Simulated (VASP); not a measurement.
Write the native input for VASP 6.6.1 that does the following.

```
Task                   : single point
Functional             : PBE
Potentials or basis    : VASP PAW PBE potentials, release 64 (S, Ba_sv)
Cutoff                 : 520 eV
k mesh                 : 5 × 5 × 5
Occupations            : fermi-dirac, width 0.1 eV
Spin                   : collinear spin, zero start
Starting moments       : [0.0, 0.0] μB
Dipole correction      : no
Further INCAR settings : ALGO = Normal; EDIFF = 1e-07; NBANDS = 19
```

The structure of BaS lies in POSCAR:

```
BaS
1.0
    0.0000000000      3.2189000900      3.2189000900
    3.2189000900      0.0000000000      3.2189000900
    3.2189000900      3.2189000900      0.0000000000
S Ba
1 1
Direct
    0.5000000000      0.5000000000      0.5000000000
    0.0000000000      0.0000000000      0.0000000000
```

The input as run:

INCAR

```
SYSTEM = BaS
PREC     = Accurate       ! precision mode
ENCUT    = 520            ! plane-wave cutoff, eV
EDIFF    = 1E-7           ! SCF threshold, eV
ISMEAR   = -1             ! smearing method
SIGMA    = 0.1            ! smearing width, eV
LREAL    = .False.        ! projectors in reciprocal space
LASPH    = .True.         ! aspherical terms in the spheres
NELM     = 150            ! most SCF steps
ALGO     = Normal         ! electronic algorithm
ISIF     = 2              ! what is computed and relaxed
LWAVE    = .False.        ! write WAVECAR
LCHARG   = .False.        ! write CHGCAR
ISPIN    = 2              ! spin polarisation
MAGMOM   = 0 0            ! initial moments
LORBIT   = 11             ! projections on sites
GGA      = PE             ! functional
NBANDS   = 19             ! bands
```

KPOINTS

```
Automatic mesh
0
Gamma
  5 5 5
  0 0 0
```

Potentials or basis: VASP PAW PBE potentials, release 64 (S, Ba_sv).

Launch:

```sh
$ cat potpaw_PBE.64/S/POTCAR potpaw_PBE.64/Ba_sv/POTCAR > POTCAR
$ mpirun -np 1 vasp_std > vasp.out
```

Results of the run:

```
Pressure                                              : 0.4 GPa
Band gap on the k mesh                                : 2.26 eV (least direct gap 2.42 eV)
Net moment                                            : 0.00 μB per cell
Valence electrons inside the program's atomic spheres : S 3.74; Ba 7.89
```

Caveat: spin-orbit coupling is left out, which moves the levels of the heavy elements; an odd mesh through Γ misses points on the zone boundary, where band edges can lie.

It took 46 s on 1 thread of Intel(R) Xeon(R) Platinum 8259CL CPU @ 2.50GHz (Skylake/Cascade Lake), with other jobs on the host, peak memory 0.24 GiB.
